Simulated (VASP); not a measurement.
# AlNi (P4/mmm) in VASP: notebook

AlNi is run at these levels: PBEsol; tasks: single point.

Program: VASP 6.6.1. These are calculated values, not measurements. Logs are shortened: lines on timing, memory, paths and dates and some standing lists are left out, and cuts for length are marked.

## 1. The cell of the first run

It takes space group P4/mmm (No. 123, tetragonal). Conventional cell: a = 3.291 Å, b = 3.291 Å, c = 2.862 Å, α = 90.00°, β = 90.00°, γ = 90.00°. Within 3.6 Å of Al (site symmetry 4/mmm) lie 8 Ni at 2.73 Å and 6 Al at 2.86 to 3.29 Å. Within 3.6 Å of Ni (site symmetry 4/mmm) lie 8 Al at 2.73 Å and 6 Ni at 2.86 to 3.29 Å.

## 2. Single point, PBEsol (strain +0.1500 x Voigt [1, 1, 0, 0, 0, 0])

INCAR reads:

```
SYSTEM = AlNi
PREC     = Accurate       ! precision mode
ENCUT    = 520            ! plane-wave cutoff, eV
EDIFF    = 1E-6           ! SCF threshold, eV
ISMEAR   = 0              ! smearing method
SIGMA    = 0.15           ! smearing width, eV
LREAL    = .False.        ! projectors in reciprocal space
LASPH    = .True.         ! aspherical terms in the spheres
NELM     = 80             ! most SCF steps
ALGO     = Fast           ! electronic algorithm
ISIF     = 2              ! what is computed and relaxed
LWAVE    = .False.        ! write WAVECAR
LCHARG   = .False.        ! write CHGCAR
GGA      = PS             ! functional
NBANDS   = 14             ! bands
```

KPOINTS reads:

```
regular mesh
0
Gamma
  20 20 20
  0 0 0
```

POSCAR reads:

```
AlNi
1.0
    3.2914903843      0.0000000000      0.0000000000
    0.0000000000      3.2914903843      0.0000000000
    0.0000000000      0.0000000000      2.8621655516
Al Ni
1 1
Direct
    0.0000000000      0.0000000000      0.0000000000
    0.5000000000      0.5000000000      0.5000000000
```

Potentials or basis: VASP PAW PBE potentials, release 64 (Al, Ni).

The run is started by

```console
> cat potpaw_PBE.64/Al/POTCAR potpaw_PBE.64/Ni/POTCAR > POTCAR
> mpirun -np 1 vasp_std > vasp.out
```

OUTCAR:

```text
SYSTEM = AlNi
   PREC = Accurate
   ENCUT = 520
   EDIFF = 1E-6
   ISMEAR = 0
   LREAL = .False.
   LASPH = .True.
   NELM = 80
   ISIF = 2
   GGA = PS

 ion  position               nearest neighbor table
   1  0.000  0.000  0.000-   2 2.73   2 2.73   2 2.73   2 2.73   2 2.73   2 2.73   2 2.73   2 2.73

   2  0.500  0.500  0.500-   1 2.73   1 2.73   1 2.73   1 2.73   1 2.73   1 2.73   1 2.73   1 2.73

  LATTYP: Found a simple tetragonal cell.
 ALAT       =     3.2914903843
 C/A-ratio  =     0.8695652174

  Lattice vectors:

 A1 = (   3.2914903843,   0.0000000000,   0.0000000000)
 A2 = (   0.0000000000,   3.2914903843,   0.0000000000)
 A3 = (   0.0000000000,   0.0000000000,   2.8621655516)

Analysis of symmetry for initial positions (statically):
=====================================================================
 Subroutine PRICEL returns:
 Original cell was already a primitive cell.

 Routine SETGRP: Setting up the symmetry group for a
 simple tetragonal supercell.

 Subroutine GETGRP returns: Found 16 space group operations
 (whereof 16 operations were pure point group operations)
 out of a pool of 16 trial point group operations.

The static configuration has the point symmetry D_4h.

Analysis of symmetry for dynamics (positions and initial velocities):
=====================================================================
 Subroutine PRICEL returns:
 Original cell was already a primitive cell.

 Routine SETGRP: Setting up the symmetry group for a
 simple tetragonal supercell.

 Subroutine GETGRP returns: Found 16 space group operations
 (whereof 16 operations were pure point group operations)
 out of a pool of 16 trial point group operations.

The dynamic configuration has the point symmetry D_4h.

 Subroutine INISYM returns: Found 16 space group operations
 (whereof 16 operations are pure point group operations),
 and found     1 'primitive' translations

----------------------------------------------------------------------------------------

                                     Primitive cell

  volume of cell :      31.0084

  direct lattice vectors                    reciprocal lattice vectors
     3.291490384  0.000000000  0.000000000     0.303813739  0.000000000  0.000000000
     0.000000000  3.291490384  0.000000000     0.000000000  0.303813739  0.000000000
     0.000000000  0.000000000  2.862165552     0.000000000  0.000000000  0.349385800

  length of vectors
     3.291490384  3.291490384  2.862165552     0.303813739  0.303813739  0.349385800

  position of ions in fractional coordinates (direct lattice)
     0.000000000  0.000000000  0.000000000
     0.500000000  0.500000000  0.500000000

  ion indices of the primitive-cell ions
   primitive index   ion index
                 1           1
                 2           2

----------------------------------------------------------------------------------------

 KPOINTS: regular mesh

Automatic generation of k-mesh.
 Grid dimensions read from file:
 generate k-points for:   20   20   20

 Generating k-lattice:

  Cartesian coordinates                     Fractional coordinates (reciprocal lattice)
     0.015190687  0.000000000  0.000000000     0.050000000  0.000000000  0.000000000
     0.000000000  0.015190687  0.000000000     0.000000000  0.050000000  0.000000000
     0.000000000  0.000000000  0.017469290     0.000000000  0.000000000  0.050000000

  Length of vectors
     0.015190687  0.015190687  0.017469290

  Shift w.r.t. Gamma in fractional coordinates (k-lattice)
     0.000000000  0.000000000  0.000000000

 Subroutine IBZKPT returns following result:
 ===========================================

 Found    726 irreducible k-points:

 Following reciprocal coordinates:
            Coordinates               Weight
  0.000000  0.000000  0.000000      1.000000
  0.050000  0.000000  0.000000      4.000000
  0.100000  0.000000  0.000000      4.000000
  0.150000  0.000000  0.000000      4.000000
  0.200000  0.000000  0.000000      4.000000
  0.250000  0.000000  0.000000      4.000000
[... 16 lines left out ...]
  0.150000  0.100000  0.000000      8.000000
  0.200000  0.100000  0.000000      8.000000
 [... further k-points ...]
   k-points           NKPTS =    726   k-points in BZ     NKDIM =    726   number of bands    NBANDS=     14
   number of dos      NEDOS =    301   number of ions     NIONS =      2
   total plane-waves  NPLWV =  13824
   dimension x,y,z NGX =    24 NGY =   24 NGZ =   24
   dimension x,y,z NGXF=    48 NGYF=   48 NGZF=   48
   ions per type =               1   1
   NGX,Y,Z   is equivalent  to a cutoff of  12.12, 12.12, 13.94 a.u.
   NGXF,Y,Z  is equivalent  to a cutoff of  24.24, 24.24, 27.88 a.u.
 SYSTEM =  AlNi
   PREC   = accura    normal or accurate (medium, high low for compatibility)
   ISTART =      0    job   : 0-new  1-cont  2-samecut
   ICHARG =      2    charge: 1-file 2-atom 10-const
   ISPIN  =      1    spin polarized calculation?
   LNONCOLLINEAR =      F non collinear calculations
   LSORBIT =      F    spin-orbit coupling
   LASPH  =      T    aspherical Exc in radial PAW
   ENCUT  =  520.0 eV  38.22 Ry    6.18 a.u.   6.12  6.12  5.32*2*pi/ulx,y,z
   NELM   =     80;   NELMIN=  2; NELMDL= -5     # of ELM steps
   EDIFF  = 0.1E-05   stopping-criterion for ELM
   LREAL  =      F    real-space projection
   EDIFFG = 0.1E-04   stopping-criterion for IOM
   NSW    =      0    number of steps for IOM
   IBRION =     -1    ionic relax: 0-MD 1-quasi-New 2-CG
   NFREE  =      0    steps in history (QN), initial steepest desc. (CG)
   ISIF   =      2    stress and relaxation
   ISYM   =      2    0-nonsym 1-usesym 2-fastsym
   POTIM  = 0.5000    time-step for ionic-motion
   TEBEG  =    0.0;   TEEND  =   0.0 temperature during run
   PSTRESS=    0.0 pullay stress
   NELECT =      13.0000    total number of electrons
   NUPDOWN=      -1.0000    fix difference up-down
   EMIN   =  10.00;   EMAX   =-10.00  energy-range for DOS
   EFERMI =   0.00;   METHOD = LEGACY
   ISMEAR =     0;   SIGMA  =   0.15  broadening in eV -4-tet -1-fermi 0-gaus
   EFERMI_NEDOS =   21; number of points for ismear=-14 and -15
   IALGO  =     68    algorithm
   IMIX   =      4    mixing-type and parameters
     AMIX     =   0.40;   BMIX     =  1.00
     AMIX_MAG =   1.60;   BMIX_MAG =  1.00
  volume/ion in A,a.u.               =      15.50       104.63
  Fermi-wavevector in a.u.,A,eV,Ry     =   1.225263  2.315411 20.426009  1.501269
  Thomas-Fermi vector in A             =   2.360307
   LORBIT       =      0    0 simple, 1 ext, 2 COOP (PROOUT), +10 PAW based schemes
   GGA     = PS    functional components
   LHFCALC =     F    Hartree Fock is set to
   AEXX    =    0.0000 exact exchange contribution
   IVDW    =     0    specifies the selected vdW correction
   LEPSILON=     F    determine dielectric tensor
   LRPA    =     F    only Hartree local field effects (RPA)
 non-spin polarized calculation
 RMM-DIIS sequential band-by-band and
 Gauss-broadening in eV      SIGMA  =   0.15
  energy-cutoff  :      520.00
  volume of cell :       31.01
 maximum number of plane-waves:       866
   NGX = 13   NGY = 13   NGZ = 11

 number of electron      13.0000016 magnetization

 Free energy of the ion-electron system (eV)
  ---------------------------------------------------
  ext. energy  EPLUGINS =         0.00000000
  ---------------------------------------------------
  free energy    TOTEN  =       -10.75315429 eV

  energy without entropy =      -10.73954753  energy(sigma->0) =      -10.74635091

 E-fermi :   6.8683     XC(G=0): -10.9642

 val. band max:        6.8658708956   @ k =   0.4500   0.4500   0.2500
 cond. band min:       6.8716017144   @ k =   0.3000   0.0500   0.4000
 fundamental gap:      0.0057308187
 Fermi energy:         6.8683200500

 k-point     1 :       0.0000    0.0000    0.0000
  band No.  band energies     occupation
      1      -2.5407      2.00000
      2       4.5930      2.00000
      3       4.6315      2.00000
      4       5.5761      2.00000
      5       5.8798      2.00000
      6       5.8798      2.00000
      7      10.0778      0.00000
      8      10.0778      0.00000
      9      13.3496      0.00000
     10      13.6516      0.00000
     11      14.3788      0.00000
     12      17.9362      0.00000
     13      23.1613      0.00000
     14      24.4357      0.00000

 k-point     2 :       0.0500    0.0000    0.0000
  band No.  band energies     occupation
      1      -2.5059      2.00000
      2       4.5911      2.00000
      3       4.6284      2.00000
      4       5.5600      2.00000
      5       5.8731      2.00000
      6       5.8807      2.00000
      7       9.7252      0.00000
      8      10.1284      0.00000
      9      13.4632      0.00000
     10      13.9545      0.00000
     11      14.4189      0.00000
     12      17.9702      0.00000
     13      22.4400      0.00000
     14      24.1068      0.00000

 k-point     3 :       0.1000    0.0000    0.0000
  band No.  band energies     occupation
      1      -2.4017      2.00000
      2       4.5633      2.00000
      3       4.6344      2.00000
      4       5.5145      2.00000
      5       5.8535      2.00000
      6       5.8831      2.00000
      7       8.9672      0.00000
      8      10.2772      0.00000
      9      13.5254      0.00000
     10      14.5382      0.00000
     11      14.8354      0.00000
     12      18.0816      0.00000
     13      21.3634      0.00000
     14      23.3928      0.00000

 k-point     4 :       0.1500    0.0000    0.0000
  band No.  band energies     occupation
      1      -2.2286      2.00000
      2       4.4786      2.00000
      3       4.6572      2.00000
      4       5.4470      2.00000
      5       5.8234      2.00000
      6       5.8869      2.00000
      7       8.1365      0.00000
      8      10.5174      0.00000
      9      13.5801      0.00000
     10      14.7344      0.00000
     11      15.8865      0.00000
     12      18.3115      0.00000
     13      20.2925      0.00000
     14      22.5954      0.00000

 k-point     5 :       0.2000    0.0000    0.0000
  band No.  band energies     occupation
      1      -1.9877      2.00000
      2       4.3010      2.00000
      3       4.6885      2.00000
      4       5.3670      2.00000
      5       5.7861      2.00000
      6       5.8917      2.00000
      7       7.3878      0.00000
      8      10.8397      0.00000
      9      13.6478      0.00000
     10      15.0043      0.00000
     11      16.8321      0.00000
[... 276 lines left out ...]
 k-point    22 :       0.1000    0.1000    0.0000
  band No.  band energies     occupation
      1      -2.2634      2.00000
      2       4.5852      2.00000
      3       4.5965      2.00000
      4       5.4420      2.00000
      5       5.8527      2.00000
      6       5.8615      2.00000
      7       9.1279      0.00000
      8       9.1562      0.00000
      9      14.6954      0.00000
     10      14.6990      0.00000
     11      15.0533      0.00000
     12      18.1930      0.00000
     13      19.9396      0.00000
     14      24.6911      0.00000

 k-point    23 :       0.1500    0.1000    0.0000
  band No.  band energies     occupation
      1      -2.0912      2.00000
      2       4.5117      2.00000
      3       4.6211      2.00000
      4       5.3651      2.00000
      5       5.8263      2.00000
      6       5.8623      2.00000
      7       8.3013      0.00000
      8       9.3502      0.00000
      9      14.8886      0.00000
     10      14.8891      0.00000
     11      15.9797      0.00000
     12      18.2452      0.00000
     13      19.1642      0.00000
     14      23.9179      0.00000

 k-point    24 :       0.2000    0.1000    0.0000
  band No.  band energies     occupation
      1      -1.8516      2.00000
      2       4.3444      2.00000
      3       4.6590      2.00000
      4       5.2808      2.00000
      5       5.7899      2.00000
      6       5.8672      2.00000
      7       7.5381      0.00000
      8       9.6274      0.00000
      9      14.9649      0.00000
     10      15.1554      0.00000
     11      16.8587      0.00000
     12      17.8534      0.00000
     13      19.1951      0.00000
     14      23.0118      0.00000

 [... further k-points ...]

------------------------ aborting loop because EDIFF is reached ----------------------------------------

  FORCE on cell =-STRESS in cart. coord.  units (eV):
  Direction    XX          YY          ZZ          XY          YZ          ZX
  --------------------------------------------------------------------------------------
  -------------------------------------------------------------------------------------
  Total       -5.3236106     -5.3236106     -4.0545968      0.0000000     -0.0000000      0.0000000
  in kB     -275.0660133   -275.0660133   -209.4972504      0.0000000     -0.0000000      0.0000000
  external PRESSURE =    -253.2097590 kB  Pullay stress =       0.0000000 kB

 VOLUME and BASIS-vectors are now :
 -----------------------------------------------------------------------------
  energy-cutoff  :      520.00
  volume of cell :       31.01
      direct lattice vectors                 reciprocal lattice vectors
     3.291490384  0.000000000  0.000000000     0.303813739  0.000000000  0.000000000
     0.000000000  3.291490384  0.000000000     0.000000000  0.303813739  0.000000000
     0.000000000  0.000000000  2.862165552     0.000000000  0.000000000  0.349385800

 POSITION                                       TOTAL-FORCE (eV/Angst)
 -----------------------------------------------------------------------------------
      0.00000      0.00000      0.00000         0.000000      0.000000      0.000000
      1.64575      1.64575      1.43108         0.000000      0.000000      0.000000
 -----------------------------------------------------------------------------------
    total drift:                                0.000000     -0.000000     -0.000000

  FREE ENERGIE OF THE ION-ELECTRON SYSTEM (eV)
  ---------------------------------------------------
  free  energy   TOTEN  =       -10.7531542873 eV

  energy  without entropy=      -10.7395475276  energy(sigma->0) =      -10.74635091
```

Run time: 75 s. Hardware: 1 thread of Intel Xeon 6975P-C (Granite Rapids), shared host; peak memory 0.41 GiB.

Results:

```
Free energy : -10.7532 eV
Pressure    : -25.3 GPa
```

Caveat: the cell differs from its parent crystal (strain +0.1500 x Voigt [1, 1, 0, 0, 0, 0]); the PAW data sets were made with another functional, which shifts forces and pressure a little.

## 3. Single point, PBEsol (strain -0.1500 x Voigt [1, 1, 0, 0, 0, 0])

INCAR reads:

```
PREC = Accurate
ENCUT = 520
EDIFF = 1E-6
ISMEAR = 0
SIGMA = 0.15
LREAL = F
LASPH = T
NELM = 80
ALGO = Fast
ISIF = 2
LWAVE = F
LCHARG = F
GGA = PS
NBANDS = 14
```

KPOINTS reads:

```
regular mesh
0
Gamma
  20 20 20
```

POSCAR reads:

```
AlNi
1.0
    2.4328407189      0.0000000000      0.0000000000
    0.0000000000      2.4328407189      0.0000000000
    0.0000000000      0.0000000000      2.8621655516
Al Ni
1 1
Direct
    0.0000000000      0.0000000000      0.0000000000
    0.5000000000      0.5000000000      0.5000000000
```

Potentials or basis: VASP PAW PBE potentials, release 64 (Al, Ni).

The run is started by

```console
> cat potpaw_PBE.64/Al/POTCAR potpaw_PBE.64/Ni/POTCAR > POTCAR
> mpirun -np 1 vasp_std > vasp.out
```

Wall time 1.7 min (1 thread of Intel Xeon 6975P-C, shared host); peak memory 0.28 GiB.

Results (log left out):

| Quantity | Value |
| --- | --- |
| Free energy | -9.7273 eV |
| Pressure | 115.7 GPa |

Stress tensor (GPa, compression positive):
```
122.02   0.00   0.00
  0.00 122.02   0.00
  0.00   0.00 102.99
```

Levels at points of the mesh, in eV from the Fermi level:
```
           k point  band 4  band 5  band 6  band 7  band 8  band 9  band 10  band 11
(0.00, 0.00, 0.00)   -2.61   -2.61   -2.00    2.69    7.93    9.74     9.74     9.86
(0.50, 0.00, 0.00)   -4.50   -3.16   -2.38   -0.27    7.96    7.98    11.92    14.19
(0.50, 0.50, 0.00)   -4.09   -2.85   -2.85   -1.19    3.26    5.74    13.50    15.71
(0.00, 0.00, 0.50)   -3.12   -3.12   -2.18   -1.95    8.73   13.74    13.74    15.51
(0.50, 0.00, 0.50)   -3.87   -3.13   -2.91   -2.07    1.94    3.60    18.50    18.71
(0.50, 0.50, 0.50)   -1.96   -1.18    1.19    2.01    2.01    5.48     5.48     7.21
```

Caveat: the cell differs from its parent crystal (strain -0.1500 x Voigt [1, 1, 0, 0, 0, 0]); the PAW data sets were made with another functional, which shifts forces and pressure a little. Spin polarisation is off, so any magnetic state and its effect on volume and gap are missing.

(Continued in part 2 of 3.)
